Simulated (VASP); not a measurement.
YRuW3, 5 atoms in the cell. Symmetry: Pm-3m, No. 221, cubic system. The conventional cell has a = 4.762 Å, b = 4.762 Å, c = 4.762 Å, α = 90.00°, β = 90.00°, γ = 90.00°. Within 4.4 Å of Y (site symmetry m-3m) lie 12 W at 3.37 Å and 8 Ru at 4.12 Å. Ru (site symmetry m-3m) has 6 W at 2.38 Å within 3.1 Å. Within 3.1 Å of W (site symmetry 4/mmm) lie 2 Ru at 2.38 Å. 

| Quantity | Value |
| --- | --- |
| Program | VASP 6.6.1 |
| Task | single point |
| Functional | PBE |
| Potentials or basis | VASP PAW PBE potentials, release 64 (Y_sv, Ru_pv, W_sv) |
| Cutoff | 520 eV |
| k mesh | 8 × 8 × 8 |
| Occupations | gaussian, width 0.1 eV |
| Spin | no spin polarisation |
| Dipole correction | no |
| Further INCAR settings | ALGO = Fast; EDIFF = 1e-06; NBANDS = 42 |

Potentials or basis: VASP PAW PBE potentials, release 64 (Y_sv, Ru_pv, W_sv).

The run is started by

```console
$ cat potpaw_PBE.64/Y_sv/POTCAR potpaw_PBE.64/Ru_pv/POTCAR potpaw_PBE.64/W_sv/POTCAR > POTCAR
$ mpirun -np 1 vasp_std > vasp.out
```

Hardware: 1 thread of Oxide Virtual Turin-like Processor, on a shared host.

Problem. Estimate the wall time of this run.

Solution. Run time: 6.5 min on 1 thread of Oxide Virtual Turin-like Processor, on a shared host, peak memory 0.29 GiB. Counts: scf iterations 23, k points 35.
